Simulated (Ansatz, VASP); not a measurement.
# One calculation of Na, two programs

INCAR

```
  PREC = Accurate
  ENCUT = 500
  EDIFF = 1E-6
  ISMEAR = 0
  SIGMA = 0.1
  LREAL = F
  LASPH = T
  NELM = 120
  ALGO = Normal
  ISIF = 2
  LWAVE = F
  LCHARG = F
  GGA = PE
  IVDW = 12
  NBANDS = 10
  GGA_COMPAT = F
```

The input KPOINTS:

```
Automatic mesh
0
Gamma
  6 6 6
```

File POSCAR:

```
Na
1.0
   -2.0500000000      2.0500000000      2.0500000000
    2.0500000000     -2.0500000000      2.0500000000
    2.0500000000      2.0500000000     -2.0500000000
Na
1
Direct
    0.0000000000      0.0000000000      0.0000000000
```

Input for Ansatz:

```yaml
crystal:
  lattice:
    - [-2.05, 2.05, 2.05]
    - [2.05, -2.05, 2.05]
    - [2.05, 2.05, -2.05]
  atoms:
    - { symbol: Na, position: [0.0, 0.0, 0.0] }
basis:
  ecutwfc: 420
kpoints:
  mp_grid: { grid: [6, 6, 6] }
hamiltonian:
  xc: pbe
  dispersion: d3bj
scf:
  occupations: { method: gaussian, width: 0.1 }
output:
  forces: true
  stress: true
  eigenvalues: true
```

Alike in both runs: task single point; functional PBE; dispersion D3(BJ); k mesh 6 × 6 × 6; occupations gaussian, width 0.1 eV; no spin polarisation.

```csv
,VASP,Ansatz
version,VASP 6.6.1,Ansatz 0.2.0
potentials or method,"VASP PAW PBE potentials, release 64 (Na_pv), cutoff 500 eV","scalar-relativistic, plane waves, PAW"
valence electrons in the cell,7,9
```

Ansatz gave:

| Property | Result |
| --- | --- |
| gap on the k mesh at the Fermi level (eV) | none |
| pressure (GPa) | 0.0 |

Question: What did VASP give for the same quantities?

Answer: gap on the k mesh at the Fermi level (eV): none; pressure (GPa): -0.1.

A gap of «none» marks a metal or a gap that the smearing closes. VASP's potentials hold 7 valence electrons a cell and Ansatz's 9, so a difference there can come from the potentials and not from the codes.

The k mesh is coarse, so the values compare programs but aren't converged.
